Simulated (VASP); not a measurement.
# PbF2 (R-3m) in VASP: further runs, part 2 of 2

VASP 6.6.1. Earlier steps stand in the parts before.

### Step 5. Single point, r2SCAN

This run uses another cell than the first one, of 18.01 Å³/atom.

POSCAR

```
PbF2
1.0
    2.1210841894      1.2246085277      3.4660246807
   -2.1210841894      1.2246085277      3.4660246807
    0.0000000000     -2.4492170554      3.4660246807
Pb F
1 2
Direct
    0.0000000000      0.0000000000      0.0000000000
    0.2499510902      0.2499510902      0.2499510902
    0.7500489098      0.7500489098      0.7500489098
```

INCAR.step1

```
SYSTEM = PbF2
PREC = Accurate
ENCUT = 520
ISMEAR = 0
SIGMA = 0.05
LREAL = .FALSE.
LASPH = .TRUE.
NELM = 80
NBANDS = 21
GGA = PE
ALGO = Normal
EDIFF = 1E-4
LWAVE = .TRUE.
LCHARG = .FALSE.
```

INCAR.step2

```
SYSTEM = PbF2
PREC = Accurate
ENCUT = 520
EDIFF = 1E-6
ISMEAR = 0
SIGMA = 0.05
LREAL = .FALSE.
LASPH = .TRUE.
NELM = 80
ALGO = Normal
ISIF = 2
LWAVE = .FALSE.
LCHARG = .TRUE.
METAGGA = R2SCAN
LMIXTAU = .TRUE.
LELF = .TRUE.
LVHAR = .TRUE.
NBANDS = 21
ISTART = 1
```

KPOINTS

```
regular mesh
0
G
  10 10 10
  0 0 0
```

Potentials or basis: VASP PAW PBE potentials, release 64 (Pb_d, F).

Started as:

```
$ cat potpaw_PBE.64/Pb_d/POTCAR potpaw_PBE.64/F/POTCAR > POTCAR
$ cp INCAR.step1 INCAR
$ mpirun -np 1 vasp_std > vasp.out
$ cp INCAR.step2 INCAR
$ mpirun -np 1 vasp_std > vasp.out
```

OUTCAR:

```text
SYSTEM = PbF2
   PREC = Accurate
   ENCUT = 520
   EDIFF = 1E-6
   ISMEAR = 0
   LREAL = .FALSE.
   LASPH = .TRUE.
   NELM = 80
   ISIF = 2
   METAGGA = R2SCAN
   ISTART = 1

 ion  position               nearest neighbor table
   1  0.000  0.000  0.000-   3 2.60   2 2.60   3 2.60   3 2.60   2 2.60   2 2.60   3 2.60   2 2.60

   2  0.250  0.250  0.250-   1 2.60   1 2.60   1 2.60   1 2.60
   3  0.750  0.750  0.750-   1 2.60   1 2.60   1 2.60   1 2.60

  LATTYP: Found a trigonal (rhomboedric) cell.
 ALAT       =     4.2440536368
 COS(alpha) =     0.5004441130

  Lattice vectors:

 A1 = (   2.1210841894,   1.2246085277,   3.4660246807)
 A2 = (  -2.1210841894,   1.2246085277,   3.4660246807)
 A3 = (   0.0000000000,  -2.4492170554,   3.4660246807)

Analysis of symmetry for initial positions (statically):
=====================================================================
 Subroutine PRICEL returns:
 Original cell was already a primitive cell.

 Routine SETGRP: Setting up the symmetry group for a
 trigonal (rhombohedral) supercell.

 Subroutine GETGRP returns: Found 12 space group operations
 (whereof 12 operations were pure point group operations)
 out of a pool of 12 trial point group operations.

The static configuration has the point symmetry D_3d.

Analysis of symmetry for dynamics (positions and initial velocities):
=====================================================================
 Subroutine PRICEL returns:
 Original cell was already a primitive cell.

 Routine SETGRP: Setting up the symmetry group for a
 trigonal (rhombohedral) supercell.

 Subroutine GETGRP returns: Found 12 space group operations
 (whereof 12 operations were pure point group operations)
 out of a pool of 12 trial point group operations.

The dynamic configuration has the point symmetry D_3d.

 Subroutine INISYM returns: Found 12 space group operations
 (whereof 12 operations are pure point group operations),
[... 114 lines left out ...]
   EFERMI_NEDOS =   21; number of points for ismear=-14 and -15
   IALGO  =     38    algorithm
   IMIX   =      4    mixing-type and parameters
     AMIX     =   0.40;   BMIX     =  1.00
     AMIX_MAG =   1.60;   BMIX_MAG =  1.00
  volume/ion in A,a.u.               =      18.01       121.51
  Fermi-wavevector in a.u.,A,eV,Ry     =   1.315068  2.485118 23.529961  1.729403
  Thomas-Fermi vector in A             =   2.445276
   LORBIT       =      0    0 simple, 1 ext, 2 COOP (PROOUT), +10 PAW based schemes
   METAGGA = R2SCAN    functional components
   LHFCALC =     F    Hartree Fock is set to
   AEXX    =    0.0000 exact exchange contribution
   IVDW    =     0    specifies the selected vdW correction
   LEPSILON=     F    determine dielectric tensor
   LRPA    =     F    only Hartree local field effects (RPA)
 non-spin polarized calculation
 Gauss-broadening in eV      SIGMA  =   0.05
  energy-cutoff  :      520.00
  volume of cell :       54.02
 maximum number of plane-waves:      1474
   NGX = 15   NGY = 15   NGZ = 15

 number of electron      28.0000030 magnetization

 Free energy of the ion-electron system (eV)
  ---------------------------------------------------
  ext. energy  EPLUGINS =         0.00000000
  ---------------------------------------------------
  free energy    TOTEN  =       -70.14524704 eV

  energy without entropy =      -70.14524704  energy(sigma->0) =      -70.14524704

 E-fermi :   1.3219     XC(G=0):  -9.8126

 val. band max:        1.0435333390   @ k =  -0.2000   0.5000   0.2000
 cond. band min:       5.9938312587   @ k =   0.5000   0.5000   0.0000
 fundamental gap:      4.9502979197
 Fermi energy:         1.3218703552

 k-point     1 :       0.0000    0.0000    0.0000
  band No.  band energies     occupation
      1     -21.0236      2.00000
      2     -20.4941      2.00000
      3     -13.7672      2.00000
      4     -13.7671      2.00000
      5     -13.7671      2.00000
      6     -13.7318      2.00000
[... 565 lines left out ...]
     20      17.6178      0.00000
     21      18.7555      0.00000

 [... further k-points ...]

------------------------ aborting loop because EDIFF is reached ----------------------------------------

  FORCE on cell =-STRESS in cart. coord.  units (eV):
  Direction    XX          YY          ZZ          XY          YZ          ZX
  --------------------------------------------------------------------------------------
  -------------------------------------------------------------------------------------
  Total       -0.9780384     -0.9780384     -0.9876889      0.0000000     -0.0000000     -0.0000000
  in kB      -29.0087098    -29.0087098    -29.2949442      0.0000000     -0.0000000     -0.0000000
  external PRESSURE =     -29.1041213 kB  Pullay stress =       0.0000000 kB

 VOLUME and BASIS-vectors are now :
 -----------------------------------------------------------------------------
  energy-cutoff  :      520.00
  volume of cell :       54.02
      direct lattice vectors                 reciprocal lattice vectors
     2.121084189  1.224608528  3.466024681     0.235728503  0.136097914  0.096171656
    -2.121084189  1.224608528  3.466024681    -0.235728503  0.136097914  0.096171656
     0.000000000 -2.449217055  3.466024681     0.000000000 -0.272195829  0.096171656

 POSITION                                       TOTAL-FORCE (eV/Angst)
 -----------------------------------------------------------------------------------
      0.00000      0.00000      0.00000         0.000000      0.000000      0.000000
      0.00000      0.00000      2.59901        -0.000000     -0.000000      0.000549
      0.00000      0.00000      7.79906        -0.000000      0.000000     -0.000549
 -----------------------------------------------------------------------------------
    total drift:                               -0.000000     -0.000000      0.000000

  FREE ENERGIE OF THE ION-ELECTRON SYSTEM (eV)
  ---------------------------------------------------
  free  energy   TOTEN  =       -70.1452470362 eV

  energy  without entropy=      -70.1452470362  energy(sigma->0) =      -70.14524704
```

It took 4.4 min on 1 thread of Oxide Virtual Turin-like, shared host; peak memory 0.24 GiB.

What came out:

| Quantity | Value |
| --- | --- |
| Free energy | -70.1452 eV |
| Pressure | -2.9 GPa |
| Band gap on the k mesh | 4.95 eV (least direct gap 5.08 eV) |

Levels at points of the mesh, in eV from the valence-band top:
```tsv
k point	band 11	band 12	band 13	band 14	band 15	band 16	band 17	band 18
(0.00, 0.00, 0.00)	-2.38	-1.89	-1.89	-1.88	7.27	7.28	7.28	10.62
(0.50, 0.00, 0.00)	-2.54	-2.07	-2.07	-0.03	5.41	8.13	8.13	13.39
(0.50, 0.50, 0.00)	-1.50	-1.50	-1.49	-0.13	4.95	8.32	8.33	9.18
(0.50, 0.50, 0.50)	-2.54	-2.07	-2.07	-0.03	5.41	8.13	8.13	13.39
```

Caveat: the PAW data sets were made with another functional, which shifts forces and pressure a little; spin-orbit coupling is left out, which moves the levels of the heavy elements. A k mesh can miss the band edges.

### Step 6. Single point, PBE

This run uses another cell than the first one, of 18.01 Å³/atom.

INCAR

```
PREC     = Accurate       # precision mode
ENCUT    = 520            # plane-wave cutoff, eV
EDIFF    = 1E-6           # SCF threshold, eV
ISMEAR   = 0              # smearing method
SIGMA    = 0.05           # smearing width, eV
LREAL    = F              # projectors in reciprocal space
LASPH    = T              # aspherical terms in the spheres
NELM     = 80             # most SCF steps
ALGO     = Normal         # electronic algorithm
ISIF     = 2              # what is computed and relaxed
LWAVE    = F              # write WAVECAR
LCHARG   = T              # write CHGCAR
GGA      = PE             # functional
LELF     = T              # ELF
LVHAR    = T            
NBANDS   = 21             # bands
```

KPOINTS

```
regular mesh
0
Gamma
  12 12 12
```

POSCAR is that of step 5.

Potentials or basis: VASP PAW PBE potentials, release 64 (Pb_d, F).

Started as:

```
$ cat potpaw_PBE.64/Pb_d/POTCAR potpaw_PBE.64/F/POTCAR > POTCAR
$ mpirun -np 1 vasp_std > vasp.out
```

Wall time 91 s (1 thread of Oxide Virtual Turin-like, shared host); peak memory 0.28 GiB.

The run converged. Its results:

| Item | Value |
| --- | --- |
| Free energy | -14.3510 eV |
| Pressure | -0.2 GPa |
| Band gap on the k mesh | 4.42 eV (least direct gap 4.56 eV) |

Levels at points of the mesh, in eV from the valence-band top:
| k point | band 12 | band 13 | band 14 | band 15 | band 16 | band 17 |
| --- | --- | --- | --- | --- | --- | --- |
| (0.00, 0.00, 0.00) | -1.75 | -1.75 | -1.75 | 6.73 | 6.74 | 6.74 |
| (0.50, 0.00, 0.00) | -1.92 | -1.92 | -0.01 | 5.03 | 7.55 | 7.55 |
| (0.50, 0.50, 0.00) | -1.36 | -1.35 | -0.14 | 4.42 | 7.76 | 7.77 |
| (0.50, 0.50, 0.50) | -1.92 | -1.92 | -0.01 | 5.03 | 7.55 | 7.55 |

Caveat: spin-orbit coupling is left out, which moves the levels of the heavy elements. A k mesh can miss the band edges.

### Step 7. The runs side by side

```tsv
level	cell	k mesh	gap on the mesh (eV)	pressure (GPa)
PBE	a = 4.300 Å, angles 60.0°, 3 atoms	10 × 10 × 10	4.39	-2.6
PBE	a = 4.341 Å, angles 60.0°, 3 atoms	10 × 10 × 10	4.37	-4.0
PBE	a = 4.381 Å, angles 60.0°, 3 atoms	10 × 10 × 10	4.33	-5.2
r2SCAN	a = 4.244 Å, angles 60.0°, 3 atoms	10 × 10 × 10	4.95	-2.9
PBE	a = 4.244 Å, angles 60.0°, 3 atoms	12 × 12 × 12	4.42	-0.2
```

Alike in all rows: task single point; potentials or basis VASP PAW PBE potentials, release 64 (Pb_d, F); no spin polarisation; cutoff (eV) 520; smearing gaussian 0.05 eV.

Caveats: spin-orbit coupling is left out, which moves the levels of the heavy elements; the cell stands under tension (at least some runs); the PAW data sets were made with another functional, which shifts forces and pressure a little (at least some runs).

Absolute energies hang on the potentials; compare differences alone.
